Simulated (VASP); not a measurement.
# Al8H in VASP: further runs

Al8H is run at these levels: PBE; tasks: single point.

Program: VASP 6.6.1. These are calculated values, not measurements. Logs are shortened: lines on timing, memory, paths and dates and some standing lists are left out, and cuts for length are marked.

**1. The cell of the first run**

The cell holds a slab with vacuum, 18 atoms: a = 5.714 Å, b = 8.080 Å, c = 22.243 Å, α = 90.00°, β = 90.00°, γ = 90.00°.

**2. Single point, PBE**

INCAR reads:

```
  PREC = Accurate
  ENCUT = 520
  EDIFF = 1E-6
  ISMEAR = 0
  SIGMA = 0.1
  LREAL = Auto
  LASPH = True
  NELM = 60
  ALGO = Normal
  ISIF = 2
  LWAVE = False
  LCHARG = False
  LDIPOL = True
  IDIPOL = 3
  DIPOL = 0.5 0.5 0.294
  GGA = PE
  NBANDS = 40
```

KPOINTS reads:

```
Automatic mesh
0
Gamma
  5 4 1
```

POSCAR reads:

```
Al8H
1.0
    5.7135165837      0.0000000000      0.0000000000
    0.0000000000      8.0801326415      0.0000000000
    0.0000000000      0.0000000000     22.2432786975
Al H
16 2
Direct
    0.2500000000      0.2500000000      0.1798296040
    0.2500000000      0.7500000000      0.1798296040
    0.7500000000      0.2500000000      0.1798296040
    0.7500000000      0.7500000000      0.1798296040
    0.0000000000      0.0000000000      0.2440458181
    0.0000000000      0.5000000000      0.2440458181
    0.5000000000      0.0000000000      0.2440458181
    0.5000000000      0.5000000000      0.2440458181
    0.2500000000      0.2500000000      0.3102598702
    0.2500000000      0.7500000000      0.3102598702
    0.7500000000      0.2500000000      0.3102598702
    0.7500000000      0.7500000000      0.3102598702
    0.0000000000      0.0000000000      0.3705963860
    0.0000000000      0.5000000000      0.3705963860
    0.5000000000      0.0000000000      0.3705963860
    0.5000000000      0.5000000000      0.3705963860
    0.7500000000     -0.0925108576      0.4339863214
    0.7500000000      0.0925108576      0.4339863214
```

Potentials or basis: VASP PAW PBE potentials, release 64 (Al, H).

Run with:

```
$ cat potpaw_PBE.64/Al/POTCAR potpaw_PBE.64/H/POTCAR > POTCAR
$ mpirun -np 1 vasp_std > vasp.out
```

OUTCAR:

```text
PREC = Accurate
   ENCUT = 520
   EDIFF = 1E-6
   ISMEAR = 0
   LREAL = Auto
   LASPH = True
   NELM = 60
   ISIF = 2
   GGA = PE

 ion  position               nearest neighbor table
   1  0.250  0.250  0.180-   3 2.86   3 2.86   6 2.86   7 2.86   8 2.86   5 2.86   9 2.90
   2  0.250  0.750  0.180-   4 2.86   4 2.86   6 2.86   7 2.86   8 2.86   5 2.86  10 2.90
   3  0.750  0.250  0.180-   1 2.86   1 2.86   6 2.86   7 2.86   8 2.86   5 2.86  11 2.90
   4  0.750  0.750  0.180-   2 2.86   2 2.86   6 2.86   7 2.86   8 2.86   5 2.86  12 2.90
   5  0.000  0.000  0.244-  13 2.81   7 2.86   7 2.86   4 2.86   1 2.86   2 2.86   3 2.86  11 2.88
                            12 2.88   9 2.88  10 2.88
   6  0.000  0.500  0.244-  14 2.81   8 2.86   8 2.86   4 2.86   1 2.86   2 2.86   3 2.86  11 2.88
                            12 2.88   9 2.88  10 2.88
   7  0.500  0.000  0.244-  15 2.81   5 2.86   5 2.86   4 2.86   1 2.86   2 2.86   3 2.86  11 2.88
                            12 2.88   9 2.88  10 2.88
   8  0.500  0.500  0.244-  16 2.81   6 2.86   6 2.86   4 2.86   1 2.86   2 2.86   3 2.86  11 2.88
                            12 2.88   9 2.88  10 2.88
   9  0.250  0.250  0.310-  13 2.81  14 2.81  15 2.81  16 2.81  11 2.86  11 2.86   7 2.88   8 2.88
                             5 2.88   6 2.88   1 2.90
  10  0.250  0.750  0.310-  13 2.81  14 2.81  15 2.81  16 2.81  12 2.86  12 2.86   7 2.88   8 2.88
                             5 2.88   6 2.88   2 2.90
  11  0.750  0.250  0.310-  13 2.81  14 2.81  15 2.81  16 2.81   9 2.86   9 2.86   7 2.88   8 2.88
                             5 2.88   6 2.88   3 2.90
  12  0.750  0.750  0.310-  13 2.81  14 2.81  15 2.81  16 2.81  10 2.86  10 2.86   7 2.88   8 2.88
                             5 2.88   6 2.88   4 2.90
  13  0.000  0.000  0.371-   9 2.81  10 2.81  11 2.81  12 2.81   5 2.81  15 2.86  15 2.86
  14  0.000  0.500  0.371-   9 2.81  10 2.81  11 2.81  12 2.81   6 2.81  16 2.86  16 2.86
  15  0.500  0.000  0.371-   9 2.81  10 2.81  11 2.81  12 2.81   7 2.81  13 2.86  13 2.86
  16  0.500  0.500  0.371-   9 2.81  10 2.81  11 2.81  12 2.81   8 2.81  14 2.86  14 2.86
  17  0.750  0.907  0.434-
  18  0.750  0.093  0.434-

  LATTYP: Found a simple orthorhombic cell.
 ALAT       =     5.7135165837
 B/A-ratio  =     1.4142135624
 C/A-ratio  =     3.8930977747

  Lattice vectors:

 A1 = (   5.7135165837,   0.0000000000,   0.0000000000)
 A2 = (   0.0000000000,   8.0801326415,   0.0000000000)
 A3 = (   0.0000000000,   0.0000000000,  22.2432786975)

Analysis of symmetry for initial positions (statically):
=====================================================================
 Subroutine PRICEL returns:
 Original cell was already a primitive cell.

 Routine SETGRP: Setting up the symmetry group for a
 simple orthorhombic supercell.

 Subroutine GETGRP returns: Found  4 space group operations
 (whereof  2 operations were pure point group operations)
 out of a pool of  8 trial point group operations.

The static configuration has the point symmetry C_1h.
 The point group associated with its full space group is C_2v.

Analysis of symmetry for dynamics (positions and initial velocities):
=====================================================================
 Subroutine PRICEL returns:
 Original cell was already a primitive cell.

 Routine SETGRP: Setting up the symmetry group for a
 simple orthorhombic supercell.

 Subroutine GETGRP returns: Found  4 space group operations
 (whereof  2 operations were pure point group operations)
 out of a pool of  8 trial point group operations.

The dynamic configuration has the point symmetry C_1h.
 The point group associated with its full space group is C_2v.

 Subroutine INISYM returns: Found  4 space group operations
 (whereof  2 operations are pure point group operations),
 and found     1 'primitive' translations

----------------------------------------------------------------------------------------

                                     Primitive cell

  volume of cell :    1026.8826

  direct lattice vectors                    reciprocal lattice vectors
     5.713516584  0.000000000  0.000000000     0.175023558  0.000000000  0.000000000
     0.000000000  8.080132642  0.000000000     0.000000000  0.123760345  0.000000000
     0.000000000  0.000000000 22.243278697     0.000000000  0.000000000  0.044957401

  length of vectors
     5.713516584  8.080132642 22.243278697     0.175023558  0.123760345  0.044957401

  position of ions in fractional coordinates (direct lattice)
     0.250000000  0.250000000  0.179829604
     0.250000000  0.750000000  0.179829604
     0.750000000  0.250000000  0.179829604
     0.750000000  0.750000000  0.179829604
     0.000000000  0.000000000  0.244045818
     0.000000000  0.500000000  0.244045818
[... 10 lines left out ...]
     0.750000000  0.907489142  0.433986321
     0.750000000  0.092510858  0.433986321

  ion indices of the primitive-cell ions
   primitive index   ion index
                 1           1
                 2           2
                 3           3
                 4           4
                 5           5
                 6           6
[... 10 lines left out ...]
                17          17
                18          18

----------------------------------------------------------------------------------------

 KPOINTS: Automatic mesh

Automatic generation of k-mesh.
 Grid dimensions read from file:
 generate k-points for:    5    4    1

 Generating k-lattice:

  Cartesian coordinates                     Fractional coordinates (reciprocal lattice)
     0.035004712  0.000000000  0.000000000     0.200000000  0.000000000  0.000000000
     0.000000000  0.030940086  0.000000000     0.000000000  0.250000000  0.000000000
     0.000000000  0.000000000  0.044957401     0.000000000  0.000000000  1.000000000

  Length of vectors
     0.035004712  0.030940086  0.044957401

  Shift w.r.t. Gamma in fractional coordinates (k-lattice)
     0.000000000  0.000000000  0.000000000

 Subroutine IBZKPT returns following result:
 ===========================================

 Found      9 irreducible k-points:

 Following reciprocal coordinates:
            Coordinates               Weight
  0.000000  0.000000  0.000000      1.000000
  0.200000  0.000000  0.000000      2.000000
  0.400000  0.000000  0.000000      2.000000
  0.000000  0.250000  0.000000      2.000000
  0.200000  0.250000  0.000000      4.000000
  0.400000  0.250000  0.000000      4.000000
  0.000000  0.500000  0.000000      1.000000
  0.200000  0.500000  0.000000      2.000000
  0.400000  0.500000  0.000000      2.000000
   k-points           NKPTS =      9   k-points in BZ     NKDIM =      9   number of bands    NBANDS=     40
   number of dos      NEDOS =    301   number of ions     NIONS =     18
   total plane-waves  NPLWV = 423360
   dimension x,y,z NGX =    42 NGY =   60 NGZ =  168
   dimension x,y,z NGXF=    84 NGYF=  120 NGZF=  336
   ions per type =              16   2
   NGX,Y,Z   is equivalent  to a cutoff of  12.22, 12.34, 12.56 a.u.
   NGXF,Y,Z  is equivalent  to a cutoff of  24.44, 24.69, 25.11 a.u.
 SYSTEM =  unknown system
   PREC   = accura    normal or accurate (medium, high low for compatibility)
   ISTART =      0    job   : 0-new  1-cont  2-samecut
   ICHARG =      2    charge: 1-file 2-atom 10-const
   ISPIN  =      1    spin polarized calculation?
   LNONCOLLINEAR =      F non collinear calculations
   LSORBIT =      F    spin-orbit coupling
   LASPH  =      T    aspherical Exc in radial PAW
   ENCUT  =  520.0 eV  38.22 Ry    6.18 a.u.  10.62 15.02 41.36*2*pi/ulx,y,z
   NELM   =     60;   NELMIN=  2; NELMDL= -5     # of ELM steps
   EDIFF  = 0.1E-05   stopping-criterion for ELM
   LREAL  =      T    real-space projection
   EDIFFG = 0.1E-04   stopping-criterion for IOM
   NSW    =      0    number of steps for IOM
   IBRION =     -1    ionic relax: 0-MD 1-quasi-New 2-CG
   NFREE  =      0    steps in history (QN), initial steepest desc. (CG)
   ISIF   =      2    stress and relaxation
   ISYM   =      2    0-nonsym 1-usesym 2-fastsym
   POTIM  = 0.5000    time-step for ionic-motion
   TEBEG  =    0.0;   TEEND  =   0.0 temperature during run
   PSTRESS=    0.0 pullay stress
   NELECT =      50.0000    total number of electrons
   NUPDOWN=      -1.0000    fix difference up-down
   EMIN   =  10.00;   EMAX   =-10.00  energy-range for DOS
   EFERMI =   0.00;   METHOD = LEGACY
   ISMEAR =     0;   SIGMA  =   0.10  broadening in eV -4-tet -1-fermi 0-gaus
   EFERMI_NEDOS =   21; number of points for ismear=-14 and -15
   IALGO  =     38    algorithm
   IMIX   =      4    mixing-type and parameters
     AMIX     =   0.40;   BMIX     =  1.00
     AMIX_MAG =   1.60;   BMIX_MAG =  1.00
  volume/ion in A,a.u.               =      57.05       384.99
  Fermi-wavevector in a.u.,A,eV,Ry     =   0.597803  1.129683  4.862288  0.357368
  Thomas-Fermi vector in A             =   1.648667
   LORBIT       =      0    0 simple, 1 ext, 2 COOP (PROOUT), +10 PAW based schemes
   GGA     = PE    functional components
   LHFCALC =     F    Hartree Fock is set to
   AEXX    =    0.0000 exact exchange contribution
   IVDW    =     0    specifies the selected vdW correction
   LEPSILON=     F    determine dielectric tensor
   LRPA    =     F    only Hartree local field effects (RPA)
 non-spin polarized calculation
 Gauss-broadening in eV      SIGMA  =   0.10
  energy-cutoff  :      520.00
  volume of cell :     1026.88
 maximum number of plane-waves:     27706
   NGX = 21   NGY = 31   NGZ = 83

 dipolmoment           0.000000      0.000000     -0.164662 electrons x Angstroem

 number of electron      49.9999997 magnetization

 dipolmoment           0.000000      0.000000      0.080609 electrons x Angstroem

 Free energy of the ion-electron system (eV)
  ---------------------------------------------------
  ext. energy  EPLUGINS =         0.00000000
  ---------------------------------------------------
  free energy    TOTEN  =       -59.19876767 eV

  energy without entropy =      -59.15398641  energy(sigma->0) =      -59.17637704

 E-fermi :  -0.9802     XC(G=0):  -3.6312

 val. band max:       -0.9951577219   @ k =   0.0000   0.2500   0.0000
 cond. band min:      -0.9787540806   @ k =   0.4000   0.5000   0.0000
 fundamental gap:      0.0164036413
 Fermi energy:        -0.9801570929

 k-point     1 :       0.0000    0.0000    0.0000
  band No.  band energies     occupation
      1     -11.2357      2.00000
      2      -9.2156      2.00000
      3      -8.9542      2.00000
      4      -8.8961      2.00000
      5      -7.4493      2.00000
      6      -6.7983      2.00000
[... 29 lines left out ...]
     36       1.0816      0.00000
     37       1.2173      0.00000

 k-point     2 :       0.2000    0.0000    0.0000
  band No.  band energies     occupation
      1     -11.0560      2.00000
      2      -9.0647      2.00000
      3      -8.7765      2.00000
      4      -8.7247      2.00000
      5      -8.3686      2.00000
      6      -7.3292      2.00000
[... 29 lines left out ...]
     36       1.2888      0.00000
     37       1.4017      0.00000
[... 238 lines left out ...]
     36       1.2362      0.00000
     37       1.4779      0.00000

 k-point     9 :       0.4000    0.5000    0.0000
  band No.  band energies     occupation
      1     -10.0137      2.00000
      2      -9.9247      2.00000
      3      -9.1232      2.00000
      4      -9.0321      2.00000
      5      -8.1620      2.00000
      6      -7.5328      2.00000
[... 29 lines left out ...]
     36       1.6548      0.00000
     37       2.0581      0.00000
 [bands above 37 left out]

------------------------ aborting loop because EDIFF is reached ----------------------------------------

 vacuum level on the upper side and lower side of the slab       (xc-potential included)         0.116        -0.167

  FORCE on cell =-STRESS in cart. coord.  units (eV):
  Direction    XX          YY          ZZ          XY          YZ          ZX
  --------------------------------------------------------------------------------------
  -------------------------------------------------------------------------------------
  Total      -12.0012190     -3.7509734     -3.8719722      0.0000000      0.0000000      0.0000000
  in kB      -18.7247125     -5.8523971     -6.0411835      0.0000000      0.0000000      0.0000000
  external PRESSURE =     -10.2060977 kB  Pullay stress =       0.0000000 kB

 VOLUME and BASIS-vectors are now :
 -----------------------------------------------------------------------------
  energy-cutoff  :      520.00
  volume of cell :     1026.88
      direct lattice vectors                 reciprocal lattice vectors
     5.713516584  0.000000000  0.000000000     0.175023558  0.000000000  0.000000000
     0.000000000  8.080132642  0.000000000     0.000000000  0.123760345  0.000000000
     0.000000000  0.000000000 22.243278697     0.000000000  0.000000000  0.044957401

 POSITION                                       TOTAL-FORCE (eV/Angst)
 -----------------------------------------------------------------------------------
      1.42838      2.02003      4.00000        -0.000000      0.069252      0.243038
      1.42838      6.06010      4.00000        -0.000000     -0.069252      0.243038
      4.28514      2.02003      4.00000        -0.000000     -0.068986      0.218604
      4.28514      6.06010      4.00000        -0.000000      0.068986      0.218604
      0.00000      0.00000      5.42838         0.281021      0.000000     -0.271754
      0.00000      4.04007      5.42838         0.154573      0.000000     -0.256170
[... 10 lines left out ...]
      4.28514      7.33263      9.65328        -0.000000      0.128883     -0.938013
      4.28514      0.74750      9.65328        -0.000000     -0.128883     -0.938013
 -----------------------------------------------------------------------------------
    total drift:                               -0.000000     -0.000000     -0.013241

  FREE ENERGIE OF THE ION-ELECTRON SYSTEM (eV)
  ---------------------------------------------------
  free  energy   TOTEN  =       -59.1987676720 eV

  energy  without entropy=      -59.1539864110  energy(sigma->0) =      -59.17637704

 vacuum level on the upper side and lower side of the slab         3.388         3.073
```

Wall time 7.3 min (1 thread of AMD EPYC 9R45 (Zen 5), shared host); peak memory 0.86 GiB.

Results:

| Property | Result |
| --- | --- |
| Free energy | -59.1988 eV |
| Largest force | 0.947 eV/Å |
| Band gap on the k mesh | zero (bands 25 and 26 overlap by 0.31 eV) |

Forces on the atoms (eV/Å):
```
Al   0.000  0.069  0.243
Al   0.000 -0.069  0.243
Al   0.000 -0.069  0.219
Al   0.000  0.069  0.219
Al   0.281  0.000 -0.272
Al   0.155  0.000 -0.256
Al  -0.281  0.000 -0.272
Al  -0.155  0.000 -0.256
Al   0.000  0.014 -0.112
Al   0.000 -0.014 -0.112
Al   0.000 -0.047  0.202
Al   0.000  0.047  0.202
Al  -0.192  0.000  0.884
Al  -0.089  0.000  0.030
Al   0.192  0.000  0.884
Al   0.089  0.000  0.030
H    0.000  0.129 -0.938
H    0.000 -0.129 -0.938
```

**3. Single point, PBE**

INCAR reads:

```
  ALGO = Normal
  DIPOL = 0.5 0.5 0.297
  EDIFF = 1E-6
  ENCUT = 520
  GGA = PE
  IDIPOL = 3
  ISIF = 2
  ISMEAR = 0
  LASPH = T
  LCHARG = T
  LDIPOL = T
  LELF = T
  LREAL = Auto
  LVACPOTAV = T
  LVHAR = T
  LWAVE = F
  NBANDS = 40
  NELM = 100
  PREC = Accurate
  SIGMA = 0.1
```

KPOINTS reads:

```
k-points
0
Gamma
  5 4 1
```

Edit POSCAR of step 2 so:

```diff
@@ -24,3 +24,3 @@
     0.5000000000      0.5000000000      0.3705963860
-    0.7500000000     -0.0925108576      0.4339863214
-    0.7500000000      0.0925108576      0.4339863214
+    0.7500000000     -0.0925108576      0.4627590580
+    0.7500000000      0.0925108576      0.4627590580
```

Potentials or basis: VASP PAW PBE potentials, release 64 (Al, H).

Run with:

```
$ cat potpaw_PBE.64/Al/POTCAR potpaw_PBE.64/H/POTCAR > POTCAR
$ mpirun -np 1 vasp_std > vasp.out
```

Wall time 7.2 min (1 thread of AMD EPYC 9R45 (Zen 5), shared host); peak memory 0.87 GiB.

Results (log left out):

```
Free energy            : -58.4789 eV
Largest force          : 2.594 eV/Å
Band gap on the k mesh : zero (bands 25 and 26 overlap by 0.47 eV)
```

Forces in eV/Å, atoms in the order of the input:
```
Al   0.000  0.077  0.123
Al   0.000 -0.077  0.123
Al   0.000 -0.041  0.194
Al   0.000  0.041  0.194
Al   0.155  0.000 -0.246
Al   0.133  0.000 -0.201
Al  -0.155  0.000 -0.246
Al  -0.133  0.000 -0.201
Al   0.000 -0.030 -0.151
Al   0.000  0.030 -0.151
Al   0.000 -0.172  0.174
Al   0.000  0.172  0.174
Al   0.038  0.000  0.202
Al  -0.004  0.000  0.020
Al  -0.038  0.000  0.202
Al   0.004  0.000  0.020
H    0.000  2.591 -0.115
H    0.000 -2.591 -0.115
```

Levels at points of the mesh, in eV from the Fermi level:
| k point | band 21 | band 22 | band 23 | band 24 | band 25 | band 26 | band 27 | band 28 | band 29 | band 30 |
| --- | --- | --- | --- | --- | --- | --- | --- | --- | --- | --- |
| (0.00, 0.00, 0.00) | -1.55 | -0.94 | -0.82 | -0.72 | -0.47 | -0.13 | -0.02 | 0.06 | 0.45 | 1.35 |
| (0.00, 0.50, 0.00) | -0.90 | -0.89 | -0.84 | -0.83 | -0.51 | 0.15 | 0.22 | 0.29 | 0.30 | 0.41 |

(Part 1 of 2 ends here.)

The gap in the log of VASP goes by the Fermi energy; the results here count the filled bands.